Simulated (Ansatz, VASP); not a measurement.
# TaN: VASP beside Ansatz

Contents of POSCAR:

```
TaN
1.0
    3.0480018400      0.0000000000      0.0000000000
   -1.5240009200      2.6396470300      0.0000000000
    0.0000000000      0.0000000000      4.9179997800
Ta N
2 2
Direct
    0.0000000000      0.0000000000      0.0000000000
    0.0000000000      0.0000000000      0.5000000000
    0.3333333333      0.6666666667      0.2500000000
    0.6666666667      0.3333333333      0.7500000000
```

File INCAR.step1:

```
ALGO = Normal
EDIFF = 1E-4
ENCUT = 520
GGA = PE
ISMEAR = 0
ISPIN = 2
LASPH = True
LCHARG = False
LDAU = True
LDAUJ = 0 0
LDAUL = 2 -1
LDAUTYPE = 2
LDAUU = 4 0
LMAXMIX = 4
LREAL = False
LWAVE = True
MAGMOM = 2 -2 0 0
NBANDS = 28
NELM = 150
PREC = Accurate
SIGMA = 0.05
```

The input INCAR.step2:

```
ALGO = Normal
EDIFF = 1E-6
ENCUT = 520
ISIF = 2
ISMEAR = 0
ISPIN = 2
ISTART = 1
LASPH = True
LCHARG = False
LDAU = True
LDAUJ = 0 0
LDAUL = 2 -1
LDAUPRINT = 1
LDAUTYPE = 2
LDAUU = 4 0
LMAXMIX = 4
LMIXTAU = True
LORBIT = 11
LREAL = False
LWAVE = False
MAGMOM = 2 -2 0 0
METAGGA = R2SCAN
NBANDS = 28
NELM = 150
PREC = Accurate
SIGMA = 0.05
```

Contents of KPOINTS:

```
k-points
0
Gamma
  7 7 4
```

Input for Ansatz:

```yaml
crystal:
  lattice:
    - [3.04800184, 0.0, 0.0]
    - [-1.52400092, 2.63964703, 0.0]
    - [0.0, 0.0, 4.91799978]
  atoms:
    - { symbol: Ta, position: [0.0, 0.0, 0.0], spin: 2.0 }
    - { symbol: Ta, position: [0.0, 0.0, 0.5], spin: -2.0 }
    - { symbol: "N", position: [0.3333333333, 0.6666666667, 0.25] }
    - { symbol: "N", position: [0.6666666667, 0.3333333333, 0.75] }
basis:
  ecutwfc: 500
  ecutrho_ratio: 4
kpoints:
  mp_grid: { grid: [7, 7, 4] }
hamiltonian:
  xc: r2scan
  hubbard:
    sites: [{ site: 0, l: d, u_eff: 4.0 }, { site: 1, l: d, u_eff: 4.0 }]
scf:
  occupations: { method: gaussian, width: 0.05 }
  lower_state_search: "off"
  max_iter: 150
output:
  forces: true
  stress: true
  eigenvalues: true
  populations: true
  hubbard: { sites: [{ site: 0, l: d }, { site: 1, l: d }] }
magnetization:
  spin_polarized: true
```

Alike in both runs: task single point; functional r2SCAN; k mesh 7 × 7 × 4; occupations gaussian, width 0.05 eV; collinear spin; Hubbard terms Ta d U = 4.0 eV.

|  | VASP | Ansatz |
| --- | --- | --- |
| version | VASP 6.6.1 | Ansatz 0.2.0 |
| potentials or method | VASP PAW PBE potentials, release 64 (Ta_pv, N), cutoff 520 eV | scalar-relativistic, plane waves, PAW |
| valence electrons in the cell | 32 | 36 |

|  | VASP | Ansatz | Ansatz less VASP |
| --- | --- | --- | --- |
| gap on the k mesh at the Fermi level (eV) | none | none | - |
| rms of the force components (eV/Å) | 0.000 | 0.119 | +0.1195 |
| net moment per atom (μB) | 0.00 | 0.06 | +0.063 |
| size of the moment on the site where the two differ most (μB) | 0.00 | 0.30 | +0.298 |

VASP's potentials were made for PBE, not for r2SCAN. Site moments also hang on the region over which each program counts them. The programs project onto different local orbitals, so the same U acts differently, and such runs can settle in different states. Atom by atom the forces differ by 0.119 eV/Å (rms over components). A gap of «none» marks a metal or a gap that the smearing closes. VASP's potentials hold 32 valence electrons a cell and Ansatz's 36, so a difference there can come from the potentials and not from the codes. Ansatz's warnings: filled band counts differ across k points, seeded moment not kept.

Neither program's run includes spin-orbit coupling.
